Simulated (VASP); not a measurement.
Runs of VASP 6.6.1 on PbS. The structure is that of space group Fm-3m (No. 225), or close to it. The cells are those of the table. 

```tsv
task	spin	cell	k mesh	smearing	gap on the mesh (eV)	pressure (GPa)	moment (μB)
dielectric tensor	off	a = 4.351 Å, angles 60.0°, 2 atoms	6 × 6 × 6	gaussian 0.01 eV	0.98	-	-
dielectric tensor	off	a = 4.394 Å, angles 60.0°, 2 atoms	6 × 6 × 6	gaussian 0.01 eV	1.05	-	-
single point	non-collinear, zero start, SOC	a = 4.056 Å, angles 60.0°, 2 atoms	8 × 8 × 8	fermi-dirac 0.02 eV	-	(a)	0.00
single point	non-collinear, zero start, SOC	a = 4.098 Å, angles 60.0°, 2 atoms	8 × 8 × 8	fermi-dirac 0.02 eV	-	5.8	0.00
```

Alike in all rows: level r2SCAN; potentials or basis VASP PAW PBE potentials, release 64 (Pb_d, S); cutoff (eV) 520.

Fill in the values left out.

(a) 8.5.

Caveats: the PAW data sets were made with another functional, which shifts forces and pressure a little; spin-orbit coupling is left out, which moves the levels of the heavy elements (at least some runs); the cell stands under pressure (at least some runs).

A k mesh can miss the band edges, and rows without SOC leave out spin-orbit coupling on Pb.
